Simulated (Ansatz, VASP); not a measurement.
# One calculation of Ga27P27H, two programs

```
Ga P H
1.0
     0.00000    8.17575    8.17575
     8.17575    0.00000    8.17575
     8.17575    8.17575    0.00000
Ga P H
27 27 1
Cartesian
  0.0086 0.0227 -0.0288
  2.7203 2.7124 0.0126
  5.4512 5.4574 -0.0138
  2.6878 -0.0247 2.7496
  5.4260 2.7123 2.7172
  8.1178 5.4042 2.6375
  5.4663 0.0226 5.4294
  8.1890 2.7562 5.4245
  10.9738 5.4040 5.4968
  0.0087 2.7538 2.7024
  2.7361 5.4694 2.7026
  5.4557 8.1954 2.7055
  2.7369 2.7536 5.4295
  5.4708 5.4761 5.4247
  8.1180 8.2629 5.4965
  5.4635 2.7496 8.1512
  8.1889 5.4762 8.1446
  10.9092 8.1956 8.1593
  0.0068 5.4689 5.4320
  2.7362 8.1982 5.4314
  5.4512 10.9146 5.4434
  2.7369 5.4713 8.1471
  5.4260 8.1835 8.1884
  8.1712 10.9142 8.1623
  5.4663 5.4713 10.8782
  8.1829 8.1980 10.8785
  10.9092 10.9172 10.8810
  1.3598 1.3480 1.3770
  4.0873 4.0877 1.3508
  6.8098 6.8398 1.3225
  4.0611 1.3477 4.0774
  6.7903 4.0768 4.0654
  9.2297 6.5172 4.3831
  6.8270 1.3913 6.7865
  9.5472 4.0761 6.8246
  12.2903 6.8397 6.8037
  1.3710 4.1113 4.0679
  4.0972 6.8344 4.0664
  6.8098 9.5783 4.0611
  4.1059 4.1140 6.7866
  6.7903 6.8354 6.8239
  9.5540 9.5780 6.8041
  6.8270 4.1142 9.5096
  9.5480 6.8344 9.5175
  12.2759 9.5617 9.5149
  1.3710 6.8329 6.7895
  4.0873 9.5500 6.8131
  6.8177 12.2800 6.7965
  4.0611 6.8233 9.5531
  6.8018 9.5498 9.5267
  9.5541 12.2724 9.4985
  6.8246 6.8328 12.2437
  9.5480 9.5589 12.2421
  12.2903 12.2729 12.2369
  8.3711 5.6602 5.2402
```

Alike in both runs: functional PBE; k mesh 1 × 1 × 1; occupations gaussian, width 0.05 eV; collinear spin.

Ansatz relaxed the structure, and its values are those at the end. VASP's run is a single point on that final structure, the one shown.

|  | VASP | Ansatz |
| --- | --- | --- |
| version | VASP 6.6.1 | Ansatz 0.2.0 |
| potentials or method | VASP PAW PBE potentials, release 64 (Ga_d, P, H), cutoff 520 eV | scalar-relativistic, plane waves, PAW |
| valence electrons in the cell | 487 | 487 |

Ansatz gave:

* net moment per atom (μB): 0.02
* size of the moment on the site where the two differ most (μB): 0.11

Which values does VASP return?

net moment per atom (μB): 0.02; size of the moment on the site where the two differ most (μB): 0.18.

Site moments also hang on the region over which each program counts them. With one functional, cell and mesh, what is left measures potentials, basis and numerics.
